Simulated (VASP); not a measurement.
A run of VASP 6.6.1 is set up as follows.

Contents of POSCAR:

```
SrCl2
1.0
    0.0000000000      3.4977180853      3.4977180853
    3.4977180853      0.0000000000      3.4977180853
    3.4977180853      3.4977180853      0.0000000000
Sr Cl
1 2
Direct
    0.0000000000      0.0000000000      0.0000000000
    0.2500000000      0.2500000000      0.2500000000
    0.7500000000      0.7500000000      0.7500000000
```

File INCAR.step1:

```
SYSTEM = SrCl2
ALGO = Normal
EDIFF = 1E-4
ENCUT = 520
GGA = PE
ISMEAR = 0
LASPH = .True.
LCHARG = .False.
LREAL = .False.
LWAVE = .True.
NBANDS = 19
NELM = 80
PREC = Accurate
SIGMA = 0.01
```

INCAR.step2

```
SYSTEM = SrCl2
ALGO = Normal
EDIFF = 1E-6
ENCUT = 520
ISIF = 2
ISMEAR = 0
ISTART = 1
LASPH = .True.
LCHARG = .False.
LMIXTAU = .True.
LREAL = .False.
LWAVE = .False.
METAGGA = R2SCAN
NBANDS = 19
NELM = 80
PREC = Accurate
SIGMA = 0.01
```

The input KPOINTS:

```
k-points
0
Gamma
  4 4 4
  0 0 0
```

Potentials or basis: VASP PAW PBE potentials, release 64 (Sr_sv, Cl).

Command:

```sh
$ cat potpaw_PBE.64/Sr_sv/POTCAR potpaw_PBE.64/Cl/POTCAR > POTCAR
$ cp INCAR.step1 INCAR
$ mpirun -np 1 vasp_std > vasp.out
$ cp INCAR.step2 INCAR
$ mpirun -np 1 vasp_std > vasp.out
```

Task: Predict the pressure.

Result: 0.0 GPa.

Task: Estimate the band gap on the k mesh.

Result: 5.94 eV (least direct gap 5.99 eV).

Caveat: the PAW data sets were made with another functional, which shifts forces and pressure a little. A k mesh can miss the band edges.
